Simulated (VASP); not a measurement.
Wanted: the native input for a VASP 6.6.1 run.

```
Task                   : single point
Functional             : PBE
Potentials or basis    : VASP PAW PBE potentials, release 64 (Mn_pv, S)
Cutoff                 : 520 eV
k mesh                 : 8 × 8 × 8
Occupations            : fermi-dirac, width 0.05 eV
Spin                   : collinear spin, ferromagnetic start
Starting moments       : [2.0, 0.0] μB
Fixed moment           : 2 μB
Dipole correction      : no
Further INCAR settings : ALGO = Normal; EDIFF = 1e-07; NBANDS = 20
```

The structure of MnS lies in POSCAR:

```
MnS
1.0
    0.0000000000      2.4734634191      2.4734634191
    2.4734634191      0.0000000000      2.4734634191
    2.4734634191      2.4734634191      0.0000000000
Mn S
1 1
Direct
    0.0000000000      0.0000000000      0.0000000000
    0.7500000000      0.7500000000      0.7500000000
```

One way to write it, as run:

INCAR

```
PREC = Accurate
ENCUT = 520
EDIFF = 1E-7
ISMEAR = -1
SIGMA = 0.05
LREAL = F
LASPH = T
NELM = 150
ALGO = Normal
ISIF = 2
LWAVE = F
LCHARG = T
ISPIN = 2
MAGMOM = 2 0
LORBIT = 11
NUPDOWN = 2.0
LMAXMIX = 4
GGA = PE
LELF = T
LVHAR = T
NBANDS = 20
```

KPOINTS

```
regular mesh
0
Gamma
  8 8 8
```

Potentials or basis: VASP PAW PBE potentials, release 64 (Mn_pv, S).

The run is started by

```console
$ cat potpaw_PBE.64/Mn_pv/POTCAR potpaw_PBE.64/S/POTCAR > POTCAR
$ mpirun -np 1 vasp_std > vasp.out
```

Results of the run:

```yaml
Pressure: 12.9 GPa
Net_moment: 2.00 μB per cell
Site_moments: Mn +1.93; S -0.05 μB
Valence_electrons_inside_the_program's_atomic_spheres: Mn 11.99; S 3.78
```

Caveat: the cell stands under pressure; the total moment is fixed, so each spin has its own Fermi level; a cell with one magnetic atom can't hold antiferromagnetic order, which such compounds often take.

It took 35 s on 1 thread of Intel(R) Xeon(R) 6975P-C (Granite Rapids) (shared host), peak memory 0.18 GiB.
